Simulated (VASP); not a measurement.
# RbBr in VASP: notebook, part 2 of 2

VASP 6.6.1.

### 5 Single point, PBEsol, non-collinear spin, zero start, spin-orbit coupling (z stretched by -0.5 %, x and y held)

Contents of INCAR:

```
PREC = Accurate
ENCUT = 520
EDIFF = 1E-7
ISMEAR = 0
SIGMA = 0.01
LREAL = False
LASPH = True
NELM = 150
ALGO = Normal
ISIF = 2
LWAVE = False
LCHARG = False
MAGMOM = 0 0 0 0 0 0
LORBIT = 11
LSORBIT = True
GGA_COMPAT = False
LORBMOM = True
GGA = PS
NBANDS = 28
```

Contents of KPOINTS:

```
regular mesh
0
Gamma
  6 6 6
```

Contents of POSCAR:

```
RbBr
1.0
    0.0000000000      3.4249234702      3.4077988528
    3.4249234702      0.0000000000      3.4077988528
    3.4249234702      3.4249234702      0.0000000000
Rb Br
1 1
Direct
    0.0000000000      0.0000000000      0.0000000000
    0.5000000000      0.5000000000      0.5000000000
```

Potentials or basis: VASP PAW PBE potentials, release 64 (Rb_sv, Br).

The run is started by

```console
> cat potpaw_PBE.64/Rb_sv/POTCAR potpaw_PBE.64/Br/POTCAR > POTCAR
> mpirun -np 1 vasp_ncl > vasp.out
```

OUTCAR:

```text
PREC = Accurate
   ENCUT = 520
   EDIFF = 1E-7
   ISMEAR = 0
   LREAL = False
   LASPH = True
   NELM = 150
   ISIF = 2
   LORBIT = 11
   LSORBIT = True
   GGA = PS

 ion  position               nearest neighbor table
   1  0.000  0.000  0.000-   2 3.41   2 3.41   2 3.42   2 3.42   2 3.42   2 3.42
   2  0.500  0.500  0.500-   1 3.41   1 3.41   1 3.42   1 3.42   1 3.42   1 3.42

  LATTYP: Found a body centered tetragonal cell.
 ALAT       =     4.8435732216
 C/A-ratio  =     1.4071424945

  Lattice vectors:

 A1 = (   0.0000000000,  -3.4249234702,  -3.4077988528)
 A2 = (   0.0000000000,   3.4249234702,  -3.4077988528)
 A3 = (   3.4249234702,   0.0000000000,   3.4077988528)

Analysis of symmetry for initial positions (statically):
=====================================================================
 Subroutine PRICEL returns:
 Original cell was already a primitive cell.

 Routine SETGRP: Setting up the symmetry group for a
 body centered tetragonal supercell.

 Subroutine GETGRP returns: Found 16 space group operations
 (whereof 16 operations were pure point group operations)
 out of a pool of 16 trial point group operations.

The static configuration has the point symmetry D_4h.

Analysis of symmetry for dynamics (positions and initial velocities):
=====================================================================
 Subroutine PRICEL returns:
 Original cell was already a primitive cell.

 Routine SETGRP: Setting up the symmetry group for a
 body centered tetragonal supercell.

 Subroutine GETGRP returns: Found 16 space group operations
 (whereof 16 operations were pure point group operations)
 out of a pool of 16 trial point group operations.

The dynamic configuration has the point symmetry D_4h.

Analysis of structural, dynamic, and magnetic symmetry:
=====================================================================
 Subroutine PRICEL returns:
 Original cell was already a primitive cell.

 Routine SETGRP: Setting up the symmetry group for a
 body centered tetragonal supercell.

 Subroutine GETGRP returns: Found 16 space group operations
 (whereof 16 operations were pure point group operations)
 out of a pool of 16 trial point group operations.

The overall configuration has the point symmetry D_4h.

 Subroutine INISYM returns: Found 16 space group operations
 (whereof 16 operations are pure point group operations),
 and found     1 'primitive' translations

----------------------------------------------------------------------------------------

                                     Primitive cell

  volume of cell :      79.9476

  direct lattice vectors                    reciprocal lattice vectors
     0.000000000  3.424923470  3.407798853    -0.145988663  0.145988663  0.146722275
     3.424923470  0.000000000  3.407798853     0.145988663 -0.145988663  0.146722275
     3.424923470  3.424923470  0.000000000     0.145988663  0.145988663 -0.146722275

  length of vectors
     4.831479463  4.831479463  4.843573222     0.253284042  0.253284042  0.253284042

  position of ions in fractional coordinates (direct lattice)
[... 887 lines left out ...]
  --------------------------------------------------------------------------------------
  -------------------------------------------------------------------------------------
  Total        0.0124442      0.0124442      0.0886987      0.0000000      0.0000000      0.0000000
  in kB        0.2493860      0.2493860      1.7775505      0.0000000      0.0000000      0.0000000
  external PRESSURE =       0.7587742 kB  Pullay stress =       0.0000000 kB

 VOLUME and BASIS-vectors are now :
 -----------------------------------------------------------------------------
  energy-cutoff  :      520.00
  volume of cell :       79.95
      direct lattice vectors                 reciprocal lattice vectors
     0.000000000  3.424923470  3.407798853    -0.145988663  0.145988663  0.146722275
     3.424923470  0.000000000  3.407798853     0.145988663 -0.145988663  0.146722275
     3.424923470  3.424923470  0.000000000     0.145988663  0.145988663 -0.146722275

 POSITION                                       TOTAL-FORCE (eV/Angst)
 -----------------------------------------------------------------------------------
      0.00000      0.00000      0.00000         0.000000     -0.000000      0.000000
      3.42492      3.42492      3.40780         0.000000      0.000000      0.000000
 -----------------------------------------------------------------------------------
    total drift:                                0.000000      0.000000      0.000000

  FREE ENERGIE OF THE ION-ELECTRON SYSTEM (eV)
  ---------------------------------------------------
  free  energy   TOTEN  =        -6.4077003316 eV

  energy  without entropy=       -6.4077003316  energy(sigma->0) =       -6.40770033

 orbital moment (x)

 # of ion     p       d       tot
 ----------------------------------------
  1         0.000  -0.000   0.000
  2        -0.000  -0.000  -0.000
 ----------------------------------------
           -0.000  -0.000  -0.000

 orbital moment (y)

 # of ion     p       d       tot
 ----------------------------------------
  1        -0.000  -0.000  -0.000
  2        -0.000  -0.000  -0.000
 ----------------------------------------
           -0.000  -0.000  -0.000

 orbital moment (z)

 # of ion     p       d       tot
 ----------------------------------------
  1         0.000   0.000   0.000
  2         0.000   0.000   0.000
 ----------------------------------------
            0.000   0.000   0.000

 Spin-Orbit-Coupling matrix elements

 Ion:    1  E_soc:     -0.0532468
 l=   1
     0.0000000    -0.0088653    -0.0088645
    -0.0088653     0.0000000    -0.0088653
    -0.0088645    -0.0088653     0.0000000
 l=   2
     0.0000000     0.0000008     0.0000000     0.0000008    -0.0000101
     0.0000008     0.0000000    -0.0000078     0.0000009    -0.0000025
     0.0000000    -0.0000078     0.0000000    -0.0000078     0.0000000
     0.0000008     0.0000009    -0.0000078     0.0000000    -0.0000025
    -0.0000101    -0.0000025     0.0000000    -0.0000025     0.0000000
 l=   3
     0.0000000     0.0000000     0.0000000     0.0000000     0.0000000     0.0000000     0.0000000
     0.0000000     0.0000000     0.0000000     0.0000000     0.0000000     0.0000000     0.0000000
     0.0000000     0.0000000     0.0000000     0.0000000     0.0000000     0.0000000     0.0000000
     0.0000000     0.0000000     0.0000000     0.0000000     0.0000000     0.0000000     0.0000000
     0.0000000     0.0000000     0.0000000     0.0000000     0.0000000     0.0000000     0.0000000
     0.0000000     0.0000000     0.0000000     0.0000000     0.0000000     0.0000000     0.0000000
     0.0000000     0.0000000     0.0000000     0.0000000     0.0000000     0.0000000     0.0000000

 Ion:    2  E_soc:     -0.0520008
 l=   1
     0.0000000    -0.0086660    -0.0086672
    -0.0086660     0.0000000    -0.0086660
    -0.0086672    -0.0086660     0.0000000
 l=   2
     0.0000000    -0.0000000     0.0000000    -0.0000000    -0.0000004
    -0.0000000     0.0000000    -0.0000003    -0.0000000    -0.0000001
     0.0000000    -0.0000003     0.0000000    -0.0000003     0.0000000
    -0.0000000    -0.0000000    -0.0000003     0.0000000    -0.0000001
    -0.0000004    -0.0000001     0.0000000    -0.0000001     0.0000000
 l=   3
     0.0000000     0.0000000     0.0000000     0.0000000     0.0000000     0.0000000     0.0000000
     0.0000000     0.0000000     0.0000000     0.0000000     0.0000000     0.0000000     0.0000000
     0.0000000     0.0000000     0.0000000     0.0000000     0.0000000     0.0000000     0.0000000
     0.0000000     0.0000000     0.0000000     0.0000000     0.0000000     0.0000000     0.0000000
     0.0000000     0.0000000     0.0000000     0.0000000     0.0000000     0.0000000     0.0000000
     0.0000000     0.0000000     0.0000000     0.0000000     0.0000000     0.0000000     0.0000000
     0.0000000     0.0000000     0.0000000     0.0000000     0.0000000     0.0000000     0.0000000

 total charge

# of ion       s       p       d       tot
------------------------------------------
    1        1.938   5.350   0.024   7.313
    2        1.592   3.279   0.001   4.873
--------------------------------------------------
tot          3.531   8.630   0.025  12.185

 magnetization (x)

# of ion       s       p       d       tot
------------------------------------------
    1        0.000   0.000  -0.000  -0.000
    2        0.000   0.000   0.000   0.000
--------------------------------------------------
tot          0.000   0.000  -0.000   0.000

 magnetization (y)

# of ion       s       p       d       tot
------------------------------------------
    1        0.000   0.000   0.000   0.000
    2        0.000  -0.000   0.000  -0.000
--------------------------------------------------
tot          0.000  -0.000   0.000  -0.000

 magnetization (z)

# of ion       s       p       d       tot
------------------------------------------
    1        0.000   0.000   0.000   0.000
    2        0.000   0.000  -0.000   0.000
--------------------------------------------------
tot          0.000   0.000  -0.000   0.000
```

OSZICAR:

```text
N       E                     dE             d eps       ncg     rms          rms(c)
DAV:   1     0.951460622602E+02    0.95146E+02   -0.65603E+03  1680   0.970E+02
DAV:   2     0.147960209819E+01   -0.93666E+02   -0.87459E+02  2224   0.189E+02
DAV:   3    -0.642365231656E+01   -0.79033E+01   -0.78618E+01  2504   0.542E+01
DAV:   4    -0.660821885281E+01   -0.18457E+00   -0.18429E+00  2416   0.757E+00
DAV:   5    -0.661178414426E+01   -0.35653E-02   -0.35650E-02  2228   0.881E-01    0.335E+00
DAV:   6    -0.641325995983E+01    0.19852E+00   -0.26053E-01  1964   0.246E+00    0.225E+00
DAV:   7    -0.639581111970E+01    0.17449E-01   -0.10973E-01  2100   0.164E+00    0.144E+00
DAV:   8    -0.640201871606E+01   -0.62076E-02   -0.12029E-02  2416   0.486E-01    0.657E-01
DAV:   9    -0.640693385891E+01   -0.49151E-02   -0.42954E-03  1804   0.444E-01    0.828E-02
DAV:  10    -0.640740949387E+01   -0.47563E-03   -0.34795E-04  2124   0.108E-01    0.549E-02
DAV:  11    -0.640768798433E+01   -0.27849E-03   -0.28024E-04  1792   0.944E-02    0.196E-02
DAV:  12    -0.640769615277E+01   -0.81684E-05   -0.59219E-06  2464   0.155E-02    0.716E-03
DAV:  13    -0.640770023082E+01   -0.40780E-05   -0.59802E-06  1784   0.139E-02    0.594E-03
DAV:  14    -0.640770031199E+01   -0.81172E-07   -0.19244E-06  1968   0.711E-03    0.665E-04
DAV:  15    -0.640770033159E+01   -0.19600E-07   -0.43294E-08  1604   0.141E-03
   1 F= -.64077003E+01 E0= -.64077003E+01  d E =-.309914E-70  mag=    -0.0000     0.0000     0.0000
```

Wall time 1.9 min (1 thread of Intel Xeon 6975P-C (Granite Rapids), shared host); peak memory 0.41 GiB.

Results:

| Item | Value |
| --- | --- |
| Free energy | -6.4077 eV |
| Pressure | 0.1 GPa |
| Net moment | 0.00 μB per cell |
| Valence electrons inside the program's atomic spheres | Rb 7.31; Br 4.87 |

Moments on the atoms (μB; x, y, z):
```
Rb  0.00 0.00 0.00
Br  0.00 0.00 0.00
```

Caveat: the cell differs from its parent crystal (z stretched by -0.5 %, x and y held); the PAW data sets were made with another functional, which shifts forces and pressure a little.

### 6 The runs side by side

| cell | pressure (GPa) | moment (μB) |
| --- | --- | --- |
| a = 4.844 Å, angles 60.0°, 2 atoms | 0.0 | 0.00 |
| a = 4.868 Å, angles 60.0°, 2 atoms | -0.2 | 0.00 |
| a = 4.831, b = 4.831, c = 4.844 Å, angles 59.9, 59.9, 60.2°, 2 atoms | 0.1 | 0.00 |

Alike in all rows: task single point; level PBEsol; potentials or basis VASP PAW PBE potentials, release 64 (Rb_sv, Br); spin non-collinear, zero start, SOC; k mesh 6 × 6 × 6; cutoff (eV) 520; smearing gaussian 0.01 eV.

Caveats: the PAW data sets were made with another functional, which shifts forces and pressure a little.

Total energies depend on the potentials used, so only differences within one code and one set of settings carry meaning.
